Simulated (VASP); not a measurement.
The system is CsTa4.

```
CELL_PARAMETERS angstrom
4.94878 0.00000 0.00000
0.00000 4.94878 0.00000
0.00000 0.00000 4.94878
ATOMIC_POSITIONS crystal
Cs 0.50000 0.50000 0.50000
Ta 0.00000 0.00000 0.00000
Ta 0.50000 0.50000 0.00000
Ta 0.50000 0.00000 0.50000
Ta 0.00000 0.50000 0.50000
```

Base run:

```yaml
Program: VASP 6.6.1
Functional: PBE
Potentials_or_basis: VASP PAW PBE potentials, release 64 (Cs_sv, Ta_pv)
Cutoff: 520 eV
k_mesh: 4 × 4 × 4
Occupations: gaussian, width 0.1 eV
Spin: no spin polarisation
```

Its results: pressure 0.2 GPa.

Question: The run is repeated on the same cell with these changes: potentials or basis from VASP PAW PBE potentials, release 64 (Cs_sv, Ta_pv) to VASP PAW PBE potentials, release 64 (Cs_sv, Ta_sv_GW); cutoff from 520 eV to 500 eV; further incar settings from ALGO = Normal; EDIFF = 1e-07; NBANDS = 34 to ALGO = Normal; EDIFF = 1e-06; NBANDS = 38; valence electrons from 53 to 61. What comes out?

Answer: Pressure -0.6 GPa.
